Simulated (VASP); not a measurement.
Input of a VASP 6.6.1 run:

The input INCAR:

```
PREC = Accurate
ENCUT = 520
EDIFF = 1E-6
ISMEAR = 0
SIGMA = 0.1
LREAL = False
LASPH = True
NELM = 100
ALGO = Fast
ISIF = 2
LWAVE = False
LCHARG = False
GGA = PE
NBANDS = 20
```

Contents of KPOINTS:

```
Automatic mesh
0
Gamma
  15 15 8
```

File POSCAR:

```
Tl
1.0
    3.6113033975      0.0000000000      0.0000000000
   -1.8056516987      3.1274804830      0.0000000000
    0.0000000000      0.0000000000      5.5690252396
Tl
2
Direct
    0.3333333333      0.6666666667      0.2500000000
    0.6666666667      0.3333333333      0.7500000000
```

Potentials or basis: VASP PAW PBE potentials, release 64 (Tl_d).

Command:

```bash
$ cat potpaw_PBE.64/Tl_d/POTCAR > POTCAR
$ mpirun -np 1 vasp_std > vasp.out
```

What does it give for the pressure?

-0.1 GPa.

Predict the band gap on the k mesh.

zero (band 13 reaches 9.15 eV, above the bottom of band 14 at 3.72 eV).

Caveat: spin-orbit coupling is left out, which moves the levels of the heavy elements.
